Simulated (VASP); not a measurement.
# Sc (P6_3/mmc) in VASP: a series of runs

Runs on Sc. Level: LDA. Tasks: single point, relaxation of cell and atoms.

Program: VASP 6.6.1. These are calculated values, not measurements. Logs are shortened: lines on timing, memory, paths and dates and some standing lists are left out, and cuts for length are marked.

## (1) The cell of the first run

Symmetry: P6_3/mmc, No. 194, hexagonal system. Conventional cell: a = 3.236 Å, b = 3.236 Å, c = 4.970 Å, α = 90.00°, β = 90.00°, γ = 120.00°. Within 4.1 Å of Sc (site symmetry -6m2) lie 12 Sc at 3.11 to 3.24 Å.

## (2) Single point, LDA

Input file INCAR:

```
PREC = Accurate ; ENCUT = 520
EDIFF = 1E-6 ; ISMEAR = -1
SIGMA = 0.05 ; LREAL = False
LASPH = True ; NELM = 80
ALGO = Normal ; ISIF = 2
LWAVE = False ; LCHARG = False
GGA = CA ; NBANDS = 18
```

Input file KPOINTS:

```
regular mesh
0
Gamma
  6 6 4
```

Input file POSCAR:

```
Sc
1.0
    3.2357895711      0.0000000000      0.0000000000
   -1.6178947856      2.8022759699      0.0000000000
    0.0000000000      0.0000000000      4.9700982790
Sc
2
Direct
    0.3333333333      0.6666666667      0.2500000000
    0.6666666667      0.3333333333      0.7500000000
```

Potentials or basis: VASP PAW LDA potentials, release 64 (Sc_sv).

Command:

```
$ cat potpaw_LDA.64/Sc_sv/POTCAR > POTCAR
$ mpirun -np 1 vasp_std > vasp.out
```

OUTCAR:

```text
PREC = Accurate
   ENCUT = 520
   EDIFF = 1E-6
   ISMEAR = -1
   LREAL = False
   LASPH = True
   NELM = 80
   ISIF = 2
   GGA = CA

 ion  position               nearest neighbor table
   1  0.333  0.667  0.250-   2 3.11   2 3.11   2 3.11   2 3.11   2 3.11   2 3.11
   2  0.667  0.333  0.750-   1 3.11   1 3.11   1 3.11   1 3.11   1 3.11   1 3.11

  LATTYP: Found a hexagonal cell.
 ALAT       =     3.2357895711
 C/A-ratio  =     1.5359769756

  Lattice vectors:

 A1 = (   3.2357895711,   0.0000000000,   0.0000000000)
 A2 = (  -1.6178947856,   2.8022759699,   0.0000000000)
 A3 = (   0.0000000000,   0.0000000000,   4.9700982790)

Analysis of symmetry for initial positions (statically):
=====================================================================
 Subroutine PRICEL returns:
 Original cell was already a primitive cell.

 Routine SETGRP: Setting up the symmetry group for a
 hexagonal supercell.

 Subroutine GETGRP returns: Found 24 space group operations
 (whereof 12 operations were pure point group operations)
 out of a pool of 24 trial point group operations.

The static configuration has the point symmetry D_3d.
 The point group associated with its full space group is D_6h.

Analysis of symmetry for dynamics (positions and initial velocities):
=====================================================================
 Subroutine PRICEL returns:
 Original cell was already a primitive cell.

 Routine SETGRP: Setting up the symmetry group for a
 hexagonal supercell.

 Subroutine GETGRP returns: Found 24 space group operations
 (whereof 12 operations were pure point group operations)
 out of a pool of 24 trial point group operations.

The dynamic configuration has the point symmetry D_3d.
 The point group associated with its full space group is D_6h.

 Subroutine INISYM returns: Found 24 space group operations
 (whereof 12 operations are pure point group operations),
 and found     1 'primitive' translations

----------------------------------------------------------------------------------------

                                     Primitive cell

  volume of cell :      45.0667

  direct lattice vectors                    reciprocal lattice vectors
     3.235789571  0.000000000  0.000000000     0.309043582  0.178426395  0.000000000
    -1.617894786  2.802275970  0.000000000     0.000000000  0.356852791  0.000000000
     0.000000000  0.000000000  4.970098279     0.000000000  0.000000000  0.201203265

  length of vectors
     3.235789571  3.235789571  4.970098279     0.356852791  0.356852791  0.201203265

  position of ions in fractional coordinates (direct lattice)
     0.333333333  0.666666667  0.250000000
     0.666666667  0.333333333  0.750000000

  ion indices of the primitive-cell ions
   primitive index   ion index
                 1           1
                 2           2

----------------------------------------------------------------------------------------

 KPOINTS: regular mesh

Automatic generation of k-mesh.
 Grid dimensions read from file:
 generate k-points for:    6    6    4

 Generating k-lattice:

  Cartesian coordinates                     Fractional coordinates (reciprocal lattice)
     0.051507264  0.029737733  0.000000000     0.166666667  0.000000000  0.000000000
     0.000000000  0.059475465  0.000000000     0.000000000  0.166666667  0.000000000
     0.000000000  0.000000000  0.050300816     0.000000000  0.000000000  0.250000000

  Length of vectors
     0.059475465  0.059475465  0.050300816

  Shift w.r.t. Gamma in fractional coordinates (k-lattice)
     0.000000000  0.000000000  0.000000000

 Subroutine IBZKPT returns following result:
 ===========================================

 Found     21 irreducible k-points:

 Following reciprocal coordinates:
            Coordinates               Weight
  0.000000  0.000000  0.000000      1.000000
  0.166667 -0.000000  0.000000      6.000000
  0.333333  0.000000  0.000000      6.000000
  0.500000  0.000000  0.000000      3.000000
  0.166667  0.166667  0.000000      6.000000
  0.333333  0.166667  0.000000     12.000000
[... 13 lines left out ...]
  0.333333  0.166667  0.500000     12.000000
  0.333333  0.333333  0.500000      2.000000
   k-points           NKPTS =     21   k-points in BZ     NKDIM =     21   number of bands    NBANDS=     18
   number of dos      NEDOS =    301   number of ions     NIONS =      2
   total plane-waves  NPLWV =  23040
   dimension x,y,z NGX =    24 NGY =   24 NGZ =   40
   dimension x,y,z NGXF=    48 NGYF=   48 NGZF=   80
   ions per type =               2
   NGX,Y,Z   is equivalent  to a cutoff of  12.33, 12.33, 13.38 a.u.
   NGXF,Y,Z  is equivalent  to a cutoff of  24.66, 24.66, 26.76 a.u.
 SYSTEM =  unknown system
   PREC   = accura    normal or accurate (medium, high low for compatibility)
   ISTART =      0    job   : 0-new  1-cont  2-samecut
   ICHARG =      2    charge: 1-file 2-atom 10-const
   ISPIN  =      1    spin polarized calculation?
   LNONCOLLINEAR =      F non collinear calculations
   LSORBIT =      F    spin-orbit coupling
   LASPH  =      T    aspherical Exc in radial PAW
   ENCUT  =  520.0 eV  38.22 Ry    6.18 a.u.   6.02  6.02  9.24*2*pi/ulx,y,z
   NELM   =     80;   NELMIN=  2; NELMDL= -5     # of ELM steps
   EDIFF  = 0.1E-05   stopping-criterion for ELM
   LREAL  =      F    real-space projection
   EDIFFG = 0.1E-04   stopping-criterion for IOM
   NSW    =      0    number of steps for IOM
   IBRION =     -1    ionic relax: 0-MD 1-quasi-New 2-CG
   NFREE  =      0    steps in history (QN), initial steepest desc. (CG)
   ISIF   =      2    stress and relaxation
   ISYM   =      2    0-nonsym 1-usesym 2-fastsym
   POTIM  = 0.5000    time-step for ionic-motion
   TEBEG  =    0.0;   TEEND  =   0.0 temperature during run
   PSTRESS=    0.0 pullay stress
   NELECT =      22.0000    total number of electrons
   NUPDOWN=      -1.0000    fix difference up-down
   EMIN   =  10.00;   EMAX   =-10.00  energy-range for DOS
   EFERMI =   0.00;   METHOD = LEGACY
   ISMEAR =    -1;   SIGMA  =   0.05  broadening in eV -4-tet -1-fermi 0-gaus
   EFERMI_NEDOS =   21; number of points for ismear=-14 and -15
   IALGO  =     38    algorithm
   IMIX   =      4    mixing-type and parameters
     AMIX     =   0.40;   BMIX     =  1.00
     AMIX_MAG =   1.60;   BMIX_MAG =  1.00
  volume/ion in A,a.u.               =      22.53       152.06
  Fermi-wavevector in a.u.,A,eV,Ry     =   1.289032  2.435917 22.607486  1.661603
  Thomas-Fermi vector in A             =   2.420950
   LORBIT       =      0    0 simple, 1 ext, 2 COOP (PROOUT), +10 PAW based schemes
   GGA     = CA    functional components
   LHFCALC =     F    Hartree Fock is set to
   AEXX    =    0.0000 exact exchange contribution
   IVDW    =     0    specifies the selected vdW correction
   LEPSILON=     F    determine dielectric tensor
   LRPA    =     F    only Hartree local field effects (RPA)
 non-spin polarized calculation
  energy-cutoff  :      520.00
  volume of cell :       45.07
 maximum number of plane-waves:      1239
   NGX = 13   NGY = 13   NGZ = 19

 number of electron      21.9999998 magnetization

 Free energy of the ion-electron system (eV)
  ---------------------------------------------------
  ext. energy  EPLUGINS =         0.00000000
  ---------------------------------------------------
  free energy    TOTEN  =       -13.48072515 eV

  energy without entropy =      -13.45899752  energy(sigma->0) =      -13.46986133

 E-fermi :   4.0147     XC(G=0): -10.5191

 val. band max:        3.9370077367   @ k =   0.3333   0.1667   0.2500
 cond. band min:       4.0372740045   @ k =   0.3333   0.0000   0.0000
 fundamental gap:      0.1002662678
 Fermi energy:         4.0147169424

 k-point     1 :       0.0000    0.0000    0.0000
  band No.  band energies     occupation
      1     -44.6079      2.00000
      2     -44.4923      2.00000
      3     -23.8717      2.00000
      4     -23.4061      2.00000
      5     -23.4061      2.00000
      6     -23.3086      2.00000
[... 10 lines left out ...]
     17       6.3808      0.00000
     18       6.3808      0.00000

 k-point     2 :       0.1667   -0.0000    0.0000
  band No.  band energies     occupation
      1     -44.5892      2.00000
      2     -44.4872      2.00000
      3     -23.8226      2.00000
      4     -23.4935      2.00000
      5     -23.4365      2.00000
      6     -23.3991      2.00000
[... 10 lines left out ...]
     17       6.5404      0.00000
     18       6.5542      0.00000

 k-point     3 :       0.3333    0.0000    0.0000
  band No.  band energies     occupation
      1     -44.5476      2.00000
      2     -44.4811      2.00000
      3     -23.7025      2.00000
      4     -23.6719      2.00000
      5     -23.5687      2.00000
      6     -23.4929      2.00000
[... 10 lines left out ...]
     17       7.4849      0.00000
     18       7.5386      0.00000

 k-point     4 :       0.5000    0.0000    0.0000
  band No.  band energies     occupation
      1     -44.5212      2.00000
      2     -44.4835      2.00000
      3     -23.7621      2.00000
      4     -23.6488      2.00000
      5     -23.6125      2.00000
      6     -23.5197      2.00000
[... 312 lines left out ...]
      4     -23.6916      2.00000
      5     -23.4465      2.00000
      6     -23.4465      2.00000
[... 10 lines left out ...]
     17       7.7645      0.00000
     18       7.7759      0.00000

 k-point    20 :       0.3333    0.1667    0.5000
  band No.  band energies     occupation
      1     -44.5023      2.00000
      2     -44.5023      2.00000
      3     -23.7750      2.00000
      4     -23.7750      2.00000
      5     -23.5126      2.00000
      6     -23.5126      2.00000
[... 10 lines left out ...]
     17       8.1052      0.00000
     18       8.1058      0.00000

 k-point    21 :       0.3333    0.3333    0.5000
  band No.  band energies     occupation
      1     -44.4963      2.00000
      2     -44.4963      2.00000
      3     -23.7510      2.00000
      4     -23.7510      2.00000
      5     -23.5985      2.00000
      6     -23.5985      2.00000
[... 10 lines left out ...]
     17       7.8916      0.00000
     18       7.8916      0.00000

------------------------ aborting loop because EDIFF is reached ----------------------------------------

  FORCE on cell =-STRESS in cart. coord.  units (eV):
  Direction    XX          YY          ZZ          XY          YZ          ZX
  --------------------------------------------------------------------------------------
  -------------------------------------------------------------------------------------
  Total        0.0253192      0.0253192      0.0227707     -0.0000000      0.0000000      0.0000000
  in kB        0.9001280      0.9001280      0.8095264     -0.0000000      0.0000000      0.0000000
  external PRESSURE =       0.8699275 kB  Pullay stress =       0.0000000 kB

 VOLUME and BASIS-vectors are now :
 -----------------------------------------------------------------------------
  energy-cutoff  :      520.00
  volume of cell :       45.07
      direct lattice vectors                 reciprocal lattice vectors
     3.235789571  0.000000000  0.000000000     0.309043582  0.178426395  0.000000000
    -1.617894786  2.802275970  0.000000000     0.000000000  0.356852791  0.000000000
     0.000000000  0.000000000  4.970098279     0.000000000  0.000000000  0.201203265

 POSITION                                       TOTAL-FORCE (eV/Angst)
 -----------------------------------------------------------------------------------
     -0.00000      1.86818      1.24252         0.000000      0.000000      0.000000
      1.61789      0.93409      3.72757        -0.000000      0.000000      0.000000
 -----------------------------------------------------------------------------------
    total drift:                                0.000000     -0.000000      0.000000

  FREE ENERGIE OF THE ION-ELECTRON SYSTEM (eV)
  ---------------------------------------------------
  free  energy   TOTEN  =       -13.4807251499 eV

  energy  without entropy=      -13.4589975153  energy(sigma->0) =      -13.46986133
```

Run time: 11 s. Hardware: 1 thread of Intel Xeon Platinum 8259CL at 2.50GHz (Skylake/Cascade Lake), shared host; peak memory 0.14 GiB.

Results:

```yaml
Free_energy: -13.4807 eV
Pressure: 0.1 GPa
Band_gap_on_the_k_mesh: zero (bands 11 and 12 overlap by 1.69 eV)
```

Levels at points of the mesh, in eV from the Fermi level:
```csv
k point,band 7,band 8,band 9,band 10,band 11,band 12,band 13,band 14,band 15,band 16
"(0.00, 0.00, 0.00)",-27.32,-27.26,-5.25,-1.78,1.03,1.59,1.59,2.00,2.12,2.12
"(0.50, 0.00, 0.00)",-27.43,-27.37,-1.68,-1.21,-0.81,-0.29,1.28,1.44,2.04,4.00
"(0.00, 0.00, 0.50)",-27.37,-27.37,-3.56,-3.56,1.04,1.04,1.48,1.48,1.48,1.48
"(0.50, 0.00, 0.50)",-27.41,-27.41,-1.63,-1.63,0.08,0.08,1.48,1.48,2.47,2.47
```

Caveat: the k points lie up to 0.37 Å⁻¹ apart, too coarse for converged energies and pressures of a metal.

## (3) Relaxation of cell and atoms, LDA

This run uses another cell than the first one, of 25.00 Å³/atom.

Input file INCAR:

```
SYSTEM = Sc
ALGO = Normal
EDIFF = 1E-7
EDIFFG = -0.02
ENCUT = 600
IBRION = 2
ISIF = 3
ISMEAR = -1
LASPH = .TRUE.
LCHARG = .FALSE.
LREAL = .FALSE.
LWAVE = .FALSE.
NELM = 80
NSW = 60
PREC = Accurate
SIGMA = 0.05
```

Input file KPOINTS:

```
k-points
0
G
  6 6 4
  0 0 0
```

Input file POSCAR:

```
Sc
1.0
    3.3090000000      0.0000000000      0.0000000000
   -1.6545000000      2.8656780600      0.0000000000
    0.0000000000      0.0000000000      5.2733000000
Sc
2
Direct
    0.3333333333      0.6666666667      0.2500000000
    0.6666666667      0.3333333333      0.7500000000
```

Potentials or basis: VASP PAW LDA potentials, release 64 (Sc_sv).

Command:

```
$ cat potpaw_LDA.64/Sc_sv/POTCAR > POTCAR
$ mpirun -np 1 vasp_std > vasp.out
```

Run time: 81 s. Hardware: 1 thread of Intel Xeon Platinum 8259CL at 2.50GHz (Skylake/Cascade Lake), shared host; peak memory 0.16 GiB.

The run converged. Its results:

| Property | Result |
| --- | --- |
| Free energy | -13.4812 eV |
| Relaxed volume | 22.60 Å³/atom |
| Relaxed cell | a = 3.238 Å, b = 3.238 Å, c = 4.977 Å, α = 90.00°, β = 90.00°, γ = 120.00° |
| Space group after relaxing (to 0.1 Å) | P6_3/mmc (No. 194) |
| Energy gained by relaxing | 48.9 meV/atom |
| Ionic steps | 6 |
| Pressure after relaxing | 0.0 GPa |
| Band gap on the k mesh | zero (bands 11 and 12 overlap by 1.69 eV) |

Step by step:
```csv
step,energy change (eV),largest force (eV/Å),pressure (GPa),volume (Å³)
1,0.0000,0.0000,-5.32,50.00
2,-0.0911,0.0000,1.38,44.23
3,-0.0941,0.0000,0.24,45.01
4,-0.0941,0.0000,0.10,45.11
5,-0.0973,0.0000,0.00,45.17
6,-0.0978,0.0000,-0.05,45.19
```

Final structure:
```
Sc
1.0
     3.23818    0.00000    0.00000
    -1.61909    2.80435    0.00000
     0.00000    0.00000    4.97686
Sc
2
Direct
  0.33333 0.66667 0.25000
  0.66667 0.33333 0.75000
```

Levels at points of the mesh, in eV from the Fermi level:
| k point | band 7 | band 8 | band 9 | band 10 | band 11 | band 12 | band 13 | band 14 | band 15 |
| --- | --- | --- | --- | --- | --- | --- | --- | --- | --- |
| (0.00, 0.00, 0.00) | -27.33 | -27.27 | -5.24 | -1.77 | 1.02 | 1.59 | 1.59 | 1.99 | 2.12 |
| (0.50, 0.00, 0.00) | -27.43 | -27.38 | -1.68 | -1.20 | -0.80 | -0.29 | 1.28 | 1.43 | 2.03 |
| (0.00, 0.00, 0.50) | -27.38 | -27.38 | -3.56 | -3.56 | 1.04 | 1.04 | 1.48 | 1.48 | 1.48 |
| (0.50, 0.00, 0.50) | -27.42 | -27.42 | -1.62 | -1.62 | 0.08 | 0.08 | 1.48 | 1.48 | 2.46 |

Caveat: the k points lie up to 0.37 Å⁻¹ apart in the final cell, too coarse for converged energies and pressures of a metal.

The gap in the log of VASP goes by the Fermi energy; the results here count the filled bands.